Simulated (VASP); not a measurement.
# ZnS (P6_3mc) in VASP: further runs

The runs below take ZnS through relaxation of cell and atoms, relaxation of shape and atoms at fixed volume, with PBE.

Program: VASP 6.6.1. These are calculated values, not measurements. Logs are shortened: lines on timing, memory, paths and dates and some standing lists are left out, and cuts for length are marked.

**1. The cell of the first run**

It takes space group P6_3mc (No. 186, hexagonal). Conventional cell: a = 3.811 Å, b = 3.811 Å, c = 6.234 Å, α = 90.00°, β = 90.00°, γ = 120.00°. Within 3.1 Å of Zn (site symmetry 3m) lie 4 S at 2.31 to 2.40 Å. S (site symmetry 3m) has 4 Zn at 2.31 to 2.40 Å within 3.1 Å.

**2. Relaxation of cell and atoms, PBE**

INCAR reads:

```
PREC     = Accurate       # precision mode
ENCUT    = 600            # plane-wave cutoff, eV
EDIFF    = 1E-7           # SCF threshold, eV
ISMEAR   = 0              # smearing method
SIGMA    = 0.02           # smearing width, eV
LREAL    = F              # projectors in reciprocal space
LASPH    = T              # aspherical terms in the spheres
NELM     = 100            # most SCF steps
ALGO     = Normal         # electronic algorithm
ISIF     = 3              # what is computed and relaxed
LWAVE    = F              # write WAVECAR
LCHARG   = F              # write CHGCAR
GGA      = PE             # functional
IBRION   = 2              # ionic algorithm
NSW      = 100            # ionic steps
EDIFFG   = -0.01          # ionic threshold
```

KPOINTS reads:

```
regular mesh
0
Gamma
  12 12 6
```

POSCAR reads:

```
ZnS
1.0
    3.8109987000      0.0000000000      0.0000000000
   -1.9054993500      3.3004216900      0.0000000000
    0.0000000000      0.0000000000      6.2340002100
Zn S
2 2
Direct
    0.3333333300      0.6666666700      0.0000000000
    0.6666666700      0.3333333300      0.5000000000
    0.3333333300      0.6666666700      0.3849999900
    0.6666666700      0.3333333300      0.8849999900
```

Potentials or basis: VASP PAW PBE potentials, release 64 (Zn, S).

Run with:

```
> cat potpaw_PBE.64/Zn/POTCAR potpaw_PBE.64/S/POTCAR > POTCAR
> mpirun -np 1 vasp_std > vasp.out
```

OUTCAR:

```text
PREC = Accurate
   ENCUT = 600
   EDIFF = 1E-7
   ISMEAR = 0
   LREAL = F
   LASPH = T
   NELM = 100
   ISIF = 3
   GGA = PE
   IBRION = 2
   NSW = 100
   EDIFFG = -0.01

 ion  position               nearest neighbor table
   1  0.333  0.667  0.000-   4 2.31   4 2.31   4 2.31   3 2.40
   2  0.667  0.333  0.500-   3 2.31   3 2.31   3 2.31   4 2.40
   3  0.333  0.667  0.385-   2 2.31   2 2.31   2 2.31   1 2.40
   4  0.667  0.333  0.885-   1 2.31   1 2.31   1 2.31   2 2.40

  LATTYP: Found a hexagonal cell.
 ALAT       =     3.8109987000
 C/A-ratio  =     1.6357917440

  Lattice vectors:

 A1 = (   3.8109987000,   0.0000000000,   0.0000000000)
 A2 = (  -1.9054993500,   3.3004216900,   0.0000000000)
 A3 = (   0.0000000000,   0.0000000000,   6.2340002100)

Analysis of symmetry for initial positions (statically):
=====================================================================
 Subroutine PRICEL returns:
 Original cell was already a primitive cell.

 Routine SETGRP: Setting up the symmetry group for a
 hexagonal supercell.

 Subroutine GETGRP returns: Found 12 space group operations
 (whereof  6 operations were pure point group operations)
 out of a pool of 24 trial point group operations.

The static configuration has the point symmetry C_3v.
 The point group associated with its full space group is C_6v.

Analysis of symmetry for dynamics (positions and initial velocities):
=====================================================================
 Subroutine PRICEL returns:
 Original cell was already a primitive cell.

 Routine SETGRP: Setting up the symmetry group for a
 hexagonal supercell.

 Subroutine GETGRP returns: Found 12 space group operations
 (whereof  6 operations were pure point group operations)
 out of a pool of 24 trial point group operations.

The dynamic configuration has the point symmetry C_3v.
 The point group associated with its full space group is C_6v.

 Subroutine INISYM returns: Found 12 space group operations
 (whereof  6 operations are pure point group operations),
 and found     1 'primitive' translations

----------------------------------------------------------------------------------------

                                     Primitive cell

  volume of cell :      78.4106

  direct lattice vectors                    reciprocal lattice vectors
     3.810998700  0.000000000  0.000000000     0.262398410  0.151495793  0.000000000
    -1.905499350  3.300421690  0.000000000     0.000000000  0.302991585  0.000000000
     0.000000000  0.000000000  6.234000210     0.000000000  0.000000000  0.160410646

  length of vectors
     3.810998700  3.810998702  6.234000210     0.302991585  0.302991585  0.160410646

  position of ions in fractional coordinates (direct lattice)
     0.333333330  0.666666670  0.000000000
     0.666666670  0.333333330  0.500000000
     0.333333330  0.666666670  0.384999990
     0.666666670  0.333333330  0.884999990

  ion indices of the primitive-cell ions
   primitive index   ion index
                 1           1
                 2           2
                 3           3
                 4           4

----------------------------------------------------------------------------------------

 KPOINTS: regular mesh

Automatic generation of k-mesh.
 Grid dimensions read from file:
 generate k-points for:   12   12    6

 Generating k-lattice:

  Cartesian coordinates                     Fractional coordinates (reciprocal lattice)
     0.021866534  0.012624649  0.000000000     0.083333333 -0.000000000  0.000000000
     0.000000000  0.025249299  0.000000000     0.000000000  0.083333333  0.000000000
     0.000000000  0.000000000  0.026735108     0.000000000  0.000000000  0.166666667

  Length of vectors
     0.025249299  0.025249299  0.026735108

  Shift w.r.t. Gamma in fractional coordinates (k-lattice)
     0.000000000  0.000000000  0.000000000

 Subroutine IBZKPT returns following result:
 ===========================================

 Found     76 irreducible k-points:

 Following reciprocal coordinates:
            Coordinates               Weight
  0.000000  0.000000  0.000000      1.000000
  0.083333  0.000000  0.000000      6.000000
  0.166667  0.000000  0.000000      6.000000
  0.250000  0.000000  0.000000      6.000000
  0.333333  0.000000  0.000000      6.000000
  0.416667  0.000000  0.000000      6.000000
[... 16 lines left out ...]
  0.250000  0.000000  0.166667     12.000000
  0.333333  0.000000  0.166667     12.000000
 [... further k-points ...]
   k-points           NKPTS =     76   k-points in BZ     NKDIM =     76   number of bands    NBANDS=     22
   number of dos      NEDOS =    301   number of ions     NIONS =      4
   total plane-waves  NPLWV =  45000
   dimension x,y,z NGX =    30 NGY =   30 NGZ =   50
   dimension x,y,z NGXF=    60 NGYF=   60 NGZF=  100
   ions per type =               2   2
   NGX,Y,Z   is equivalent  to a cutoff of  13.09, 13.09, 13.33 a.u.
   NGXF,Y,Z  is equivalent  to a cutoff of  26.17, 26.17, 26.67 a.u.
 SYSTEM =  unknown system
   PREC   = accura    normal or accurate (medium, high low for compatibility)
   ISTART =      0    job   : 0-new  1-cont  2-samecut
   ICHARG =      2    charge: 1-file 2-atom 10-const
   ISPIN  =      1    spin polarized calculation?
   LNONCOLLINEAR =      F non collinear calculations
   LSORBIT =      F    spin-orbit coupling
   LASPH  =      T    aspherical Exc in radial PAW
   ENCUT  =  600.0 eV  44.10 Ry    6.64 a.u.   7.61  7.61 12.45*2*pi/ulx,y,z
   NELM   =    100;   NELMIN=  2; NELMDL= -5     # of ELM steps
   EDIFF  = 0.1E-06   stopping-criterion for ELM
   LREAL  =      F    real-space projection
   EDIFFG = -.1E-01   stopping-criterion for IOM
   NSW    =    100    number of steps for IOM
   IBRION =      2    ionic relax: 0-MD 1-quasi-New 2-CG
   NFREE  =      1    steps in history (QN), initial steepest desc. (CG)
   ISIF   =      3    stress and relaxation
   ISYM   =      2    0-nonsym 1-usesym 2-fastsym
   POTIM  = 0.5000    time-step for ionic-motion
   TEBEG  =    0.0;   TEEND  =   0.0 temperature during run
   PSTRESS=    0.0 pullay stress
   NELECT =      36.0000    total number of electrons
   NUPDOWN=      -1.0000    fix difference up-down
   EMIN   =  10.00;   EMAX   =-10.00  energy-range for DOS
   EFERMI =   0.00;   METHOD = LEGACY
   ISMEAR =     0;   SIGMA  =   0.02  broadening in eV -4-tet -1-fermi 0-gaus
   EFERMI_NEDOS =   21; number of points for ismear=-14 and -15
   IALGO  =     38    algorithm
   IMIX   =      4    mixing-type and parameters
     AMIX     =   0.40;   BMIX     =  1.00
     AMIX_MAG =   1.60;   BMIX_MAG =  1.00
  volume/ion in A,a.u.               =      19.60       132.29
  Fermi-wavevector in a.u.,A,eV,Ry     =   1.262944  2.386617 21.701656  1.595027
  Thomas-Fermi vector in A             =   2.396326
   LORBIT       =      0    0 simple, 1 ext, 2 COOP (PROOUT), +10 PAW based schemes
   GGA     = PE    functional components
   LHFCALC =     F    Hartree Fock is set to
   AEXX    =    0.0000 exact exchange contribution
   IVDW    =     0    specifies the selected vdW correction
   LEPSILON=     F    determine dielectric tensor
   LRPA    =     F    only Hartree local field effects (RPA)
 conjugate gradient relaxation of ions
 non-spin polarized calculation
 Gauss-broadening in eV      SIGMA  =   0.02
  energy-cutoff  :      600.00
  volume of cell :       78.41
 maximum number of plane-waves:      2641
   NGX = 15   NGY = 15   NGZ = 25

--------------------------------------- Ionic step        1  -------------------------------------------

 number of electron      36.0000045 magnetization

 Free energy of the ion-electron system (eV)
  ---------------------------------------------------
  ext. energy  EPLUGINS =         0.00000000
  ---------------------------------------------------
  free energy    TOTEN  =       -13.65426235 eV

  energy without entropy =      -13.65426235  energy(sigma->0) =      -13.65426235

------------------------ aborting loop because EDIFF is reached ----------------------------------------

  FORCE on cell =-STRESS in cart. coord.  units (eV):
  Direction    XX          YY          ZZ          XY          YZ          ZX
  --------------------------------------------------------------------------------------
  -------------------------------------------------------------------------------------
  Total        1.5555686      1.5555686      0.5485554      0.0000000      0.0000000      0.0000000
  in kB       31.7851822     31.7851823     11.2087200      0.0000000      0.0000000      0.0000000
  external PRESSURE =      24.9263615 kB  Pullay stress =       0.0000000 kB

 VOLUME and BASIS-vectors are now :
 -----------------------------------------------------------------------------
  energy-cutoff  :      600.00
  volume of cell :       78.41
      direct lattice vectors                 reciprocal lattice vectors
     3.810998700  0.000000000  0.000000000     0.262398410  0.151495793  0.000000000
    -1.905499350  3.300421690  0.000000000     0.000000000  0.302991585  0.000000000
     0.000000000  0.000000000  6.234000210     0.000000000  0.000000000  0.160410646
[... 267 lines left out ...]
 POSITION                                       TOTAL-FORCE (eV/Angst)
 -----------------------------------------------------------------------------------
     -0.00000      2.22165      0.03121        -0.000000      0.000000      0.017777
      1.92400      1.11082      3.18558         0.000000      0.000000      0.017777
     -0.00000      2.22165      2.39765        -0.000000     -0.000000     -0.017777
      1.92400      1.11082      5.55202         0.000000     -0.000000     -0.017777
 -----------------------------------------------------------------------------------
    total drift:                               -0.000011      0.000006     -0.000343

  FREE ENERGIE OF THE ION-ELECTRON SYSTEM (eV)
  ---------------------------------------------------
  free  energy   TOTEN  =       -13.6933576313 eV

  energy  without entropy=      -13.6933576313  energy(sigma->0) =      -13.69335763

--------------------------------------- Ionic step        9  -------------------------------------------

 number of electron      36.0000017 magnetization

 Free energy of the ion-electron system (eV)
  ---------------------------------------------------
  ext. energy  EPLUGINS =         0.00000000
  ---------------------------------------------------
  free energy    TOTEN  =       -13.69341594 eV

  energy without entropy =      -13.69341594  energy(sigma->0) =      -13.69341594

 E-fermi :   1.9872     XC(G=0):  -9.5061

 val. band max:        1.8933159016   @ k =   0.0000   0.0000   0.0000
 cond. band min:       3.9660601463   @ k =   0.0000   0.0000   0.0000
 fundamental gap:      2.0727442447
 Fermi energy:         1.9871676889

 k-point     1 :       0.0000    0.0000    0.0000
  band No.  band energies     occupation
      1     -11.0990      2.00000
      2     -10.2144      2.00000
      3      -4.3536      2.00000
      4      -4.3429      2.00000
      5      -4.3429      2.00000
      6      -4.2654      2.00000
[... 14 lines left out ...]
     21       8.2234      0.00000
     22       8.2234      0.00000
[... 552 lines left out ...]
  band No.  band energies     occupation
      1     -10.4741      2.00000
      2      -9.9924      2.00000
      3      -4.3421      2.00000
      4      -4.2651      2.00000
      5      -4.2509      2.00000
      6      -4.1253      2.00000
[... 14 lines left out ...]
     21       7.7403      0.00000
     22       8.1441      0.00000

 [... further k-points ...]

------------------------ aborting loop because EDIFF is reached ----------------------------------------

  FORCE on cell =-STRESS in cart. coord.  units (eV):
  Direction    XX          YY          ZZ          XY          YZ          ZX
  --------------------------------------------------------------------------------------
  -------------------------------------------------------------------------------------
  Total        0.0028408      0.0028408     -0.0102898      0.0000000      0.0000000      0.0000000
  in kB        0.0562493      0.0562493     -0.2037425      0.0000000      0.0000000      0.0000000
  external PRESSURE =      -0.0304146 kB  Pullay stress =       0.0000000 kB

 VOLUME and BASIS-vectors are now :
 -----------------------------------------------------------------------------
  energy-cutoff  :      600.00
  volume of cell :       80.92
      direct lattice vectors                 reciprocal lattice vectors
     3.847884572 -0.000000000 -0.000000000     0.259883056  0.150043552 -0.000000000
    -1.923942286  3.332365792  0.000000000    -0.000000000  0.300087104 -0.000000000
     0.000000000  0.000000000  6.310443047     0.000000000  0.000000000  0.158467479

 POSITION                                       TOTAL-FORCE (eV/Angst)
 -----------------------------------------------------------------------------------
     -0.00000      2.22158      0.03265         0.000000      0.000000      0.004478
      1.92394      1.11079      3.18788         0.000000      0.000000      0.004478
     -0.00000      2.22158      2.39687        -0.000000     -0.000000     -0.004478
      1.92394      1.11079      5.55209        -0.000000     -0.000000     -0.004478
 -----------------------------------------------------------------------------------
    total drift:                               -0.000011      0.000006      0.000079

  FREE ENERGIE OF THE ION-ELECTRON SYSTEM (eV)
  ---------------------------------------------------
  free  energy   TOTEN  =       -13.6934159438 eV

  energy  without entropy=      -13.6934159438  energy(sigma->0) =      -13.69341594

 reached required accuracy - stopping structural energy minimisation
```

Run time: 9.9 min. Hardware: 1 thread of AMD EPYC 7R13 (Zen 3), shared host; peak memory 0.27 GiB.

Results:

* Free energy: -13.6934 eV
* Relaxed volume: 20.23 Å³/atom
* Relaxed cell: a = 3.848 Å, b = 3.848 Å, c = 6.310 Å, α = 90.00°, β = 90.00°, γ = 120.00°
* Space group after relaxing (to 0.1 Å): P6_3mc (No. 186)
* Energy gained by relaxing: 9.8 meV/atom
* Ionic steps: 9
* Pressure after relaxing: 0.0 GPa
* Largest force after relaxing: 0.004 eV/Å
* Band gap on the k mesh: 2.07 eV

Forces in eV/Å, atoms in the order of the input:
```
Zn   0.000  0.000  0.004
Zn   0.000  0.000  0.004
S    0.000  0.000 -0.004
S    0.000  0.000 -0.004
```

The path:
```tsv
step	energy change (eV)	largest force (eV/Å)	pressure (GPa)	volume (Å³)
1	0.0000	0.3225	2.49	78.41
2	-0.0315	0.0915	-0.81	81.92
3	-0.0329	0.1288	-0.26	81.30
4	-0.0329	0.1252	-0.34	81.36
5	-0.0361	0.0672	-0.14	81.10
6	-0.0376	0.0012	0.08	80.84
7	-0.0390	0.0134	0.02	80.88
8	-0.0391	0.0178	0.01	80.90
9	-0.0392	0.0045	0.00	80.92
```

Final structure:
```xyz
4
Lattice="3.8479 0.0000 0.0000 -1.9239 3.3324 0.0000 0.0000 0.0000 6.3104" Properties=species:S:1:pos:R:3 pbc="T T T"
Zn    0.0000    2.2216    0.0327
Zn    1.9239    1.1108    3.1879
S     0.0000    2.2216    2.3969
S     1.9239    1.1108    5.5521
```

**3. Relaxation of shape and atoms at fixed volume, PBE (20.79 Å³/atom)**

This run uses another cell than the first one, of 20.79 Å³/atom.

INCAR reads:

```
PREC = Accurate ; ENCUT = 600
EDIFF = 1E-7 ; ISMEAR = 0
SIGMA = 0.02 ; LREAL = False
LASPH = True ; NELM = 80
ALGO = Normal ; ISIF = 4
LWAVE = False ; LCHARG = False
GGA = PE ; IBRION = 2
NSW = 50 ; EDIFFG = -0.01
```

KPOINTS reads:

```
Automatic mesh
0
Gamma
  12 12 6
```

POSCAR reads:

```
ZnS
1.0
    3.8838143088      0.0000000000      0.0000000000
   -1.9419071544      3.3634818550      0.0000000000
    0.0000000000      0.0000000000      6.3666692572
Zn S
2 2
Direct
    0.3333333333      0.6666666667      0.0052037217
    0.6666666667      0.3333333333      0.5052037217
    0.3333333333      0.6666666667      0.3797962683
    0.6666666667      0.3333333333      0.8797962683
```

Potentials or basis: VASP PAW PBE potentials, release 64 (Zn, S).

Run with:

```
> cat potpaw_PBE.64/Zn/POTCAR potpaw_PBE.64/S/POTCAR > POTCAR
> mpirun -np 1 vasp_std > vasp.out
```

It took 2.3 min on 1 thread of AMD EPYC 7R13 (Zen 3), shared host; peak memory 0.28 GiB.

Results (log left out):

```yaml
Free_energy: -13.6813 eV
Pressure_after_relaxing: -1.8 GPa
Largest_force_after_relaxing: 0.005 eV/Å
Band_gap_on_the_k_mesh: 1.95 eV
```

Forces on the atoms (eV/Å):
```
Zn   0.000  0.000 -0.005
Zn   0.000  0.000 -0.005
S    0.000  0.000  0.005
S    0.000  0.000  0.005
```

Final structure:
```
CELL_PARAMETERS angstrom
3.88381 0.00000 0.00000
-1.94191 3.36348 0.00000
0.00000 0.00000 6.36667
ATOMIC_POSITIONS crystal
Zn 0.33333 0.66667 0.00520
Zn 0.66667 0.33333 0.50520
S 0.33333 0.66667 0.37980
S 0.66667 0.33333 0.87980
```

Levels at points of the mesh, in eV from the valence-band top:
```tsv
k point	band 15	band 16	band 17	band 18	band 19	band 20	band 21	band 22
(0.00, 0.00, 0.00)	-0.81	-0.07	0.00	0.00	1.95	3.00	6.34	6.34
(0.50, 0.00, 0.00)	-3.01	-2.04	-1.52	-0.81	3.70	4.10	5.16	6.94
(0.00, 0.00, 0.50)	-0.43	-0.43	-0.43	-0.43	3.39	3.39	6.69	6.69
(0.50, 0.00, 0.50)	-1.49	-1.49	-1.47	-1.47	3.52	3.52	5.26	5.26
```

Caveat: the relaxation stopped at its first step, so nothing moved. A k mesh can miss the band edges.
